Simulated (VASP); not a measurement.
A run of VASP 6.6.1:

The input POSCAR:

```
TiO2
1.0
    0.0000000000      2.3968272579      2.3968272579
    2.3968272579      0.0000000000      2.3968272579
    2.3968272579      2.3968272579      0.0000000000
Ti O
1 2
Direct
    0.0000000000      0.0000000000      0.0000000000
    0.2500000000      0.2500000000      0.2500000000
    0.7500000000      0.7500000000      0.7500000000
```

The input INCAR.step1:

```
SYSTEM = TiO2
ALGO = Normal
EDIFF = 1E-4
ENCUT = 520
GGA = PE
ISMEAR = 1
LASPH = .TRUE.
LCHARG = .FALSE.
LREAL = .FALSE.
LWAVE = .TRUE.
NBANDS = 19
NELM = 80
PREC = Accurate
SIGMA = 0.2
```

The input INCAR.step2:

```
SYSTEM = TiO2
ALGO = Normal
EDIFF = 1E-7
ENCUT = 520
ISIF = 2
ISMEAR = 1
ISTART = 1
LASPH = .TRUE.
LCHARG = .TRUE.
LELF = .TRUE.
LMIXTAU = .TRUE.
LREAL = .FALSE.
LVHAR = .TRUE.
LWAVE = .FALSE.
METAGGA = R2SCAN
NBANDS = 19
NELM = 80
PREC = Accurate
SIGMA = 0.2
```

Contents of KPOINTS:

```
k-points
0
G
  6 6 6
  0 0 0
```

Potentials or basis: VASP PAW PBE potentials, release 64 (Ti_sv, O).

Launch:

```console
$ cat potpaw_PBE.64/Ti_sv/POTCAR potpaw_PBE.64/O/POTCAR > POTCAR
$ cp INCAR.step1 INCAR
$ mpirun -np 1 vasp_std > vasp.out
$ cp INCAR.step2 INCAR
$ mpirun -np 1 vasp_std > vasp.out
```

Hardware: 1 thread of Intel(R) Xeon(R) Platinum 8488C (Sapphire Rapids), with other jobs on the host.

Q: How long does it take, and how much memory?

A: Wall time 38 s on 1 thread of Intel(R) Xeon(R) Platinum 8488C (Sapphire Rapids), on a shared host, peak memory 0.16 GiB. Counts: k points 16.
